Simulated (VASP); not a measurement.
**Tl: single point with LDA**

Crystal: Tl.

```
Tl
1.0
     3.40929    0.00000    0.00000
    -1.70465    2.95253    0.00000
     0.00000    0.00000    5.45033
Tl
2
Direct
  0.66667 0.33333 0.75000
  0.33333 0.66667 0.25000
```

```
Program                : VASP 6.6.1
Task                   : single point
Functional             : LDA
Potentials or basis    : VASP PAW LDA potentials, release 64 (Tl_d)
Cutoff                 : 520 eV
k mesh                 : 9 × 9 × 5
Occupations            : fermi-dirac, width 0.05 eV
Spin                   : no spin polarisation
Dipole correction      : no
Further INCAR settings : ALGO = Fast; EDIFF = 1e-06; NBANDS = 20
```

```json
{
 "Pressure": "0.1 GPa",
 "Band gap on the k mesh": "zero (bands 13 and 14 overlap by 3.88 eV)"
}
```

Stress tensor (GPa, compression positive):
```
-0.43  0.00  0.00
 0.00 -0.43  0.00
 0.00  0.00  1.08
```

Levels at points of the mesh, in eV from the Fermi level:
| k point | band 10 | band 11 | band 12 | band 13 | band 14 | band 15 | band 16 | band 17 |
| --- | --- | --- | --- | --- | --- | --- | --- | --- |
| (0.00, 0.00, 0.00) | -11.03 | -10.33 | -5.08 | -3.00 | 8.22 | 8.22 | 10.40 | 10.40 |

Run time: 12 s on 1 thread of Intel(R) Xeon(R) 6975P-C (Granite Rapids) (shared host), peak memory 0.17 GiB.

Caveat: spin-orbit coupling is left out, which moves the levels of the heavy elements.
